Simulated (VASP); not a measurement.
# KI in VASP: further runs

Aim: see how the results for KI move with the level of theory and the settings. Levels: HSE06, PBE. Tasks: single point.

Program: VASP 6.6.1. These are calculated values, not measurements. Logs are shortened: lines on timing, memory, paths and dates and some standing lists are left out, and cuts for length are marked.

## (1) The cell of the first run

Symmetry: P4/mmm, No. 123, tetragonal system. Conventional cell: a = 4.291 Å, b = 4.291 Å, c = 4.356 Å, α = 90.00°, β = 90.00°, γ = 90.00°. K (site symmetry 4/mmm) has 8 I at 3.74 Å and 6 K at 4.29 to 4.36 Å within 4.9 Å. I (site symmetry 4/mmm) has 8 K at 3.74 Å and 6 I at 4.29 to 4.36 Å within 4.9 Å.

## (2) Single point, HSE06 (uniaxial x strain +1.5%)

The input, POSCAR:

```
KI
1.0
    4.3563097475      0.0000000000      0.0000000000
    0.0000000000      4.2910852517      0.0000000000
    0.0000000000      0.0000000000      4.2910852517
K I
1 1
Direct
    0.0000000000      0.0000000000      0.0000000000
    0.5000000000      0.5000000000      0.5000000000
```

The input, INCAR.step1:

```
SYSTEM = KI
PREC     = Accurate       ! precision mode
ENCUT    = 520            ! plane-wave cutoff, eV
EDIFF    = 1E-5           ! SCF threshold, eV
ISMEAR   = 0              ! smearing method
SIGMA    = 0.01           ! smearing width, eV
LREAL    = .FALSE.        ! projectors in reciprocal space
LASPH    = .TRUE.         ! aspherical terms in the spheres
NELM     = 100            ! most SCF steps
ALGO     = Normal         ! electronic algorithm
ISIF     = 2              ! what is computed and relaxed
LWAVE    = .TRUE.         ! write WAVECAR
NBANDS   = 15             ! bands
GGA      = PE             ! functional
```

The input, INCAR.step2:

```
SYSTEM = KI
PREC     = Accurate       ! precision mode
ENCUT    = 520            ! plane-wave cutoff, eV
EDIFF    = 1E-7           ! SCF threshold, eV
ISMEAR   = 0              ! smearing method
SIGMA    = 0.01           ! smearing width, eV
LREAL    = .FALSE.        ! projectors in reciprocal space
LASPH    = .TRUE.         ! aspherical terms in the spheres
NELM     = 100            ! most SCF steps
ALGO     = Normal         ! electronic algorithm
ISIF     = 2              ! what is computed and relaxed
LWAVE    = .FALSE.        ! write WAVECAR
LCHARG   = .TRUE.         ! write CHGCAR
GGA      = PE             ! functional
LHFCALC  = .TRUE.         ! exact exchange
HFSCREEN = 0.2079         ! screening, 1/A
PRECFOCK = Normal       
LELF     = .TRUE.         ! ELF
LVHAR    = .TRUE.       
NBANDS   = 15             ! bands
ISTART   = 1
```

The input, KPOINTS:

```
Automatic mesh
0
G
  4 4 4
  0 0 0
```

Potentials or basis: VASP PAW PBE potentials, release 64 (K_sv, I).

Launch:

```
$ cat potpaw_PBE.64/K_sv/POTCAR potpaw_PBE.64/I/POTCAR > POTCAR
$ cp INCAR.step1 INCAR
$ mpirun -np 1 vasp_std > vasp.out
$ cp INCAR.step2 INCAR
$ mpirun -np 1 vasp_std > vasp.out
```

OUTCAR:

```text
SYSTEM = KI
   PREC = Accurate
   ENCUT = 520
   EDIFF = 1E-7
   ISMEAR = 0
   LREAL = .FALSE.
   LASPH = .TRUE.
   NELM = 100
   ISIF = 2
   GGA = PE
   LHFCALC = .TRUE.
   HFSCREEN = 0.2079
   PRECFOCK = Normal
   ISTART = 1

 ion  position               nearest neighbor table
   1  0.000  0.000  0.000-
   2  0.500  0.500  0.500-

  LATTYP: Found a simple tetragonal cell.
 ALAT       =     4.2910852517
 C/A-ratio  =     1.0152000000

  Lattice vectors:

 A1 = (   0.0000000000,   4.2910852517,   0.0000000000)
 A2 = (   0.0000000000,   0.0000000000,   4.2910852517)
 A3 = (   4.3563097475,   0.0000000000,   0.0000000000)

Analysis of symmetry for initial positions (statically):
=====================================================================
 Subroutine PRICEL returns:
 Original cell was already a primitive cell.

 Routine SETGRP: Setting up the symmetry group for a
 simple tetragonal supercell.

 Subroutine GETGRP returns: Found 16 space group operations
 (whereof 16 operations were pure point group operations)
 out of a pool of 16 trial point group operations.

The static configuration has the point symmetry D_4h.

Analysis of symmetry for dynamics (positions and initial velocities):
=====================================================================
 Subroutine PRICEL returns:
 Original cell was already a primitive cell.

 Routine SETGRP: Setting up the symmetry group for a
 simple tetragonal supercell.

 Subroutine GETGRP returns: Found 16 space group operations
 (whereof 16 operations were pure point group operations)
 out of a pool of 16 trial point group operations.

The dynamic configuration has the point symmetry D_4h.

 Subroutine INISYM returns: Found 16 space group operations
 (whereof 16 operations are pure point group operations),
 and found     1 'primitive' translations

----------------------------------------------------------------------------------------

                                     Primitive cell

  volume of cell :      80.2145

  direct lattice vectors                    reciprocal lattice vectors
     4.356309748  0.000000000  0.000000000     0.229552088  0.000000000  0.000000000
     0.000000000  4.291085252  0.000000000     0.000000000  0.233041280  0.000000000
     0.000000000  0.000000000  4.291085252     0.000000000  0.000000000  0.233041280

  length of vectors
     4.356309748  4.291085252  4.291085252     0.229552088  0.233041280  0.233041280

  position of ions in fractional coordinates (direct lattice)
     0.000000000  0.000000000  0.000000000
     0.500000000  0.500000000  0.500000000

  ion indices of the primitive-cell ions
   primitive index   ion index
                 1           1
                 2           2

----------------------------------------------------------------------------------------

 KPOINTS: Automatic mesh

Automatic generation of k-mesh.
 Grid dimensions read from file:
 generate k-points for:    4    4    4

 Generating k-lattice:

  Cartesian coordinates                     Fractional coordinates (reciprocal lattice)
     0.057388022  0.000000000  0.000000000     0.250000000  0.000000000  0.000000000
     0.000000000  0.058260320  0.000000000     0.000000000  0.250000000  0.000000000
     0.000000000  0.000000000  0.058260320     0.000000000  0.000000000  0.250000000

  Length of vectors
     0.057388022  0.058260320  0.058260320

  Shift w.r.t. Gamma in fractional coordinates (k-lattice)
     0.000000000  0.000000000  0.000000000

 Subroutine IBZKPT returns following result:
 ===========================================

 Found     18 irreducible k-points:

 Following reciprocal coordinates:
            Coordinates               Weight
  0.000000  0.000000  0.000000      1.000000
  0.250000  0.000000  0.000000      2.000000
  0.500000  0.000000  0.000000      1.000000
  0.000000  0.250000  0.000000      4.000000
  0.250000  0.250000  0.000000      8.000000
  0.500000  0.250000  0.000000      4.000000
[... 10 lines left out ...]
  0.250000  0.500000  0.500000      2.000000
  0.500000  0.500000  0.500000      1.000000
   k-points           NKPTS =     18   k-points in BZ     NKDIM =     64   number of bands    NBANDS=     15
   number of dos      NEDOS =    301   number of ions     NIONS =      2
   total plane-waves  NPLWV =  32768
   dimension x,y,z NGX =    32 NGY =   32 NGZ =   32
   dimension x,y,z NGXF=    64 NGYF=   64 NGZF=   64
   ions per type =               1   1
   NGX,Y,Z   is equivalent  to a cutoff of  12.21, 12.40, 12.40 a.u.
   NGXF,Y,Z  is equivalent  to a cutoff of  24.42, 24.79, 24.79 a.u.
 SYSTEM =  KI
   PREC   = accura    normal or accurate (medium, high low for compatibility)
   ISTART =      1    job   : 0-new  1-cont  2-samecut
   ICHARG =      0    charge: 1-file 2-atom 10-const
   ISPIN  =      1    spin polarized calculation?
   LNONCOLLINEAR =      F non collinear calculations
   LSORBIT =      F    spin-orbit coupling
   LASPH  =      T    aspherical Exc in radial PAW
   ENCUT  =  520.0 eV  38.22 Ry    6.18 a.u.   8.10  7.98  7.98*2*pi/ulx,y,z
   NELM   =    100;   NELMIN=  2; NELMDL=  0     # of ELM steps
   EDIFF  = 0.1E-06   stopping-criterion for ELM
   LREAL  =      F    real-space projection
   EDIFFG = 0.1E-05   stopping-criterion for IOM
   NSW    =      0    number of steps for IOM
   IBRION =     -1    ionic relax: 0-MD 1-quasi-New 2-CG
   NFREE  =      0    steps in history (QN), initial steepest desc. (CG)
   ISIF   =      2    stress and relaxation
   ISYM   =      3    0-nonsym 1-usesym 2-fastsym
   POTIM  = 0.5000    time-step for ionic-motion
   TEBEG  =    0.0;   TEEND  =   0.0 temperature during run
   PSTRESS=    0.0 pullay stress
   NELECT =      16.0000    total number of electrons
   NUPDOWN=      -1.0000    fix difference up-down
   EMIN   =  10.00;   EMAX   =-10.00  energy-range for DOS
   EFERMI =   0.00;   METHOD = LEGACY
   ISMEAR =     0;   SIGMA  =   0.01  broadening in eV -4-tet -1-fermi 0-gaus
   EFERMI_NEDOS =   21; number of points for ismear=-14 and -15
   IALGO  =     38    algorithm
   IMIX   =      1    mixing-type and parameters
     AMIX     =   0.40;   BMIX     =  1.00
     AMIX_MAG =   1.60;   BMIX_MAG =  1.00
  volume/ion in A,a.u.               =      40.11       270.66
  Fermi-wavevector in a.u.,A,eV,Ry     =   0.956527  1.807574 12.448563  0.914944
  Thomas-Fermi vector in A             =   2.085463
   LORBIT       =      0    0 simple, 1 ext, 2 COOP (PROOUT), +10 PAW based schemes
   GGA     = PE    functional components
   LHFCALC =     T    Hartree Fock is set to
   PRECFOCK=normal    Normal, Fast or Accurate (Low or Medium for compatibility)
   ENCUT4O =  -1.0   cutoff for four orbital integrals eV
   NKREDX  =     1    reduce k-point grid by
   NKREDY  =     1    reduce k-point grid by
   NKREDZ  =     1    reduce k-point grid by
   AEXX    =    0.2500 exact exchange contribution
   HFSCREEN=    0.2079 screening length (either q_TF or 0.3 A-1)
   HFSCREENC=   0.2079 screening length for correlation (either q_TF or 0.3 A-1)
   ENCUTFOCK=  -1.0 apply spherical cutoff to Coloumb kernel
   IVDW    =     0    specifies the selected vdW correction
   LEPSILON=     F    determine dielectric tensor
   LRPA    =     F    only Hartree local field effects (RPA)
 non-spin polarized calculation
 Gauss-broadening in eV      SIGMA  =   0.01
  energy-cutoff  :      520.00
  volume of cell :       80.21
 maximum number of plane-waves:      2208
  NGX = 28; NGY = 24; NGZ = 24

 number of electron      16.0000004 magnetization

 Free energy of the ion-electron system (eV)
  ---------------------------------------------------
  ext. energy  EPLUGINS =         0.00000000
  ---------------------------------------------------
  free energy    TOTEN  =        -6.25650971 eV

  energy without entropy =       -6.25650971  energy(sigma->0) =       -6.25650971

 E-fermi :   0.2416     XC(G=0):  -6.4155

 val. band max:        0.1407633804   @ k =   0.5000   0.5000   0.0000
 cond. band min:       4.3680794542   @ k =   0.0000   0.0000   0.0000
 fundamental gap:      4.2273160737
 Fermi energy:         0.2415796747

 k-point     1 :       0.0000    0.0000    0.0000
  band No.  band energies     occupation
      1     -31.6797      2.00000
      2     -13.7778      2.00000
      3     -13.7778      2.00000
      4     -13.7775      2.00000
      5     -11.9541      2.00000
      6      -0.3387      2.00000
      7      -0.2331      2.00000
      8      -0.2331      2.00000
      9       4.3681      0.00000
     10       5.8972      0.00000
     11       5.9643      0.00000
     12       9.8699      0.00000
     13       9.8699      0.00000
     14       9.9800      0.00000
     15      11.8843      0.00000

 k-point     2 :       0.2500    0.0000    0.0000
  band No.  band energies     occupation
      1     -31.6778      2.00000
      2     -13.8591      2.00000
      3     -13.7725      2.00000
      4     -13.7725      2.00000
      5     -11.7987      2.00000
      6      -1.4529      2.00000
      7      -0.1940      2.00000
      8      -0.1940      2.00000
      9       5.4501      0.00000
     10       6.4250      0.00000
     11       7.2077      0.00000
     12       9.7113      0.00000
     13       9.7113      0.00000
     14      10.0485      0.00000
     15      10.2405      0.00000

 k-point     3 :       0.5000    0.0000    0.0000
  band No.  band energies     occupation
      1     -31.6758      2.00000
      2     -13.9332      2.00000
      3     -13.7671      2.00000
      4     -13.7671      2.00000
      5     -11.6436      2.00000
      6      -2.2637      2.00000
      7      -0.1546      2.00000
      8      -0.1546      2.00000
      9       6.5634      0.00000
     10       7.4997      0.00000
     11       8.1951      0.00000
     12       8.2088      0.00000
     13       9.9573      0.00000
     14      10.1174      0.00000
     15      10.2781      0.00000
[... 235 lines left out ...]
 k-point    17 :       0.2500    0.5000    0.5000
  band No.  band energies     occupation
      1     -31.6686      2.00000
      2     -13.8514      2.00000
      3     -13.8514      2.00000
      4     -13.7927      2.00000
      5     -11.4762      2.00000
      6      -1.6630      2.00000
      7      -1.6630      2.00000
      8      -0.8674      2.00000
      9       5.6944      0.00000
     10       7.2456      0.00000
     11       7.2456      0.00000
     12       8.6195      0.00000
     13      10.4596      0.00000
     14      10.4596      0.00000
     15      11.1751      0.00000

 k-point    18 :       0.5000    0.5000    0.5000
  band No.  band energies     occupation
      1     -31.6669      2.00000
      2     -13.8420      2.00000
      3     -13.8420      2.00000
      4     -13.8284      2.00000
      5     -11.3879      2.00000
      6      -1.6316      2.00000
      7      -1.6316      2.00000
      8      -1.5871      2.00000
      9       6.6827      0.00000
     10       6.7085      0.00000
     11       6.7085      0.00000
     12      10.3047      0.00000
     13      10.4048      0.00000
     14      10.4048      0.00000
     15      10.4279      0.00000

------------------------ aborting loop because EDIFF is reached ----------------------------------------

  FORCE on cell =-STRESS in cart. coord.  units (eV):
  Direction    XX          YY          ZZ          XY          YZ          ZX
  --------------------------------------------------------------------------------------
  -------------------------------------------------------------------------------------
  Total       -0.1106166      0.1205653      0.1205653      0.0000000      0.0000000      0.0000000
  in kB       -2.2094175      2.4081289      2.4081289      0.0000000      0.0000000      0.0000000
  external PRESSURE =       0.8689468 kB  Pullay stress =       0.0000000 kB

 VOLUME and BASIS-vectors are now :
 -----------------------------------------------------------------------------
  energy-cutoff  :      520.00
  volume of cell :       80.21
      direct lattice vectors                 reciprocal lattice vectors
     4.356309748  0.000000000  0.000000000     0.229552088  0.000000000  0.000000000
     0.000000000  4.291085252  0.000000000     0.000000000  0.233041280  0.000000000
     0.000000000  0.000000000  4.291085252     0.000000000  0.000000000  0.233041280

 POSITION                                       TOTAL-FORCE (eV/Angst)
 -----------------------------------------------------------------------------------
      0.00000      0.00000      0.00000         0.000000      0.000000      0.000000
      2.17815      2.14554      2.14554         0.000000      0.000000      0.000000
 -----------------------------------------------------------------------------------
    total drift:                                0.000000     -0.000001     -0.000001

  FREE ENERGIE OF THE ION-ELECTRON SYSTEM (eV)
  ---------------------------------------------------
  free  energy   TOTEN  =        -6.2565097061 eV

  energy  without entropy=       -6.2565097061  energy(sigma->0) =       -6.25650971
```

Wall time 35 min (1 thread of Intel Xeon 8259CL, shared host); peak memory 0.27 GiB.

Results:

- Free energy: -6.2565 eV
- Pressure: 0.1 GPa
- Band gap on the k mesh: 4.23 eV (least direct gap 4.60 eV)

Levels at points of the mesh, in eV from the valence-band top:
| k point | band 6 | band 7 | band 8 | band 9 | band 10 | band 11 |
| --- | --- | --- | --- | --- | --- | --- |
| (0.00, 0.00, 0.00) | -0.48 | -0.37 | -0.37 | 4.23 | 5.76 | 5.82 |
| (0.50, 0.00, 0.00) | -2.40 | -0.30 | -0.30 | 6.42 | 7.36 | 8.05 |
| (0.00, 0.50, 0.00) | -2.42 | -0.38 | -0.27 | 6.40 | 7.37 | 8.04 |
| (0.50, 0.50, 0.00) | -1.86 | -1.81 | 0.00 | 4.85 | 6.81 | 8.02 |
| (0.00, 0.50, 0.50) | -1.83 | -1.83 | -0.08 | 4.89 | 6.70 | 7.90 |
| (0.50, 0.50, 0.50) | -1.77 | -1.77 | -1.73 | 6.54 | 6.57 | 6.57 |

Caveat: the cell differs from its parent crystal (uniaxial x strain +1.5%); the PAW data sets were made with another functional, which shifts forces and pressure a little; spin-orbit coupling is left out, which moves the levels of the heavy elements.

## (3) Single point, HSE06 (uniaxial y strain +5.7%)

The input, POSCAR:

```
KI
1.0
    4.2910852517      0.0000000000      0.0000000000
    0.0000000000      4.5339606770      0.0000000000
    0.0000000000      0.0000000000      4.2910852517
K I
1 1
Direct
    0.0000000000      0.0000000000      0.0000000000
    0.5000000000      0.5000000000      0.5000000000
```

The input, INCAR.step1:

```
ALGO = Normal ; EDIFF = 1E-5
ENCUT = 520 ; GGA = PE
ISIF = 2 ; ISMEAR = 0
LASPH = T ; LCHARG = F
LREAL = F ; LWAVE = T
NBANDS = 15 ; NELM = 80
PREC = Accurate ; SIGMA = 0.01
```

The input, INCAR.step2:

```
ALGO = Normal ; EDIFF = 1E-6
ENCUT = 520 ; GGA = PE
HFSCREEN = 0.2079 ; ISIF = 2
ISMEAR = 0 ; ISTART = 1
LASPH = T ; LCHARG = F
LHFCALC = T ; LREAL = F
LWAVE = F ; NBANDS = 15
NELM = 80 ; PREC = Accurate
PRECFOCK = Normal ; SIGMA = 0.01
```

The input, KPOINTS:

```
k-points
0
Gamma
  4 4 4
```

Potentials or basis: VASP PAW PBE potentials, release 64 (K_sv, I).

Launch:

```
$ cat potpaw_PBE.64/K_sv/POTCAR potpaw_PBE.64/I/POTCAR > POTCAR
$ cp INCAR.step1 INCAR
$ mpirun -np 1 vasp_std > vasp.out
$ cp INCAR.step2 INCAR
$ mpirun -np 1 vasp_std > vasp.out
```

Run time: 30 min. Hardware: 1 thread of Intel Xeon 8259CL, shared host; peak memory 0.28 GiB.

Results (log left out):

```yaml
Free_energy: -6.2397 eV
Pressure: -0.4 GPa
Band_gap_on_the_k_mesh: 4.01 eV (least direct gap 4.35 eV)
```

Stress tensor (GPa, compression positive):
```
 0.13  0.00  0.00
 0.00 -1.43  0.00
 0.00  0.00  0.13
```

Levels at points of the mesh, in eV from the valence-band top:
```tsv
k point	band 4	band 5	band 6	band 7	band 8	band 9	band 10	band 11	band 12	band 13
(0.00, 0.00, 0.00)	-14.05	-12.06	-0.69	-0.34	-0.34	4.01	5.70	5.90	9.51	9.51
(0.50, 0.00, 0.00)	-14.03	-11.77	-2.35	-0.58	-0.21	6.17	7.24	7.96	8.02	9.15
(0.00, 0.50, 0.00)	-14.04	-11.83	-2.32	-0.29	-0.29	6.28	7.26	7.64	8.03	9.79
(0.50, 0.50, 0.00)	-14.04	-11.74	-1.89	-1.73	0.00	4.76	6.80	8.03	8.13	9.69
(0.50, 0.00, 0.50)	-14.03	-11.67	-1.80	-1.80	-0.27	4.91	6.42	7.61	7.61	9.68
(0.50, 0.50, 0.50)	-14.07	-11.55	-1.76	-1.76	-1.61	6.41	6.48	6.48	9.70	9.91
```

Caveat: the cell differs from its parent crystal (uniaxial y strain +5.7%); the PAW data sets were made with another functional, which shifts forces and pressure a little; spin-orbit coupling is left out, which moves the levels of the heavy elements. A k mesh can miss the band edges.

[end of part 1 of 2]
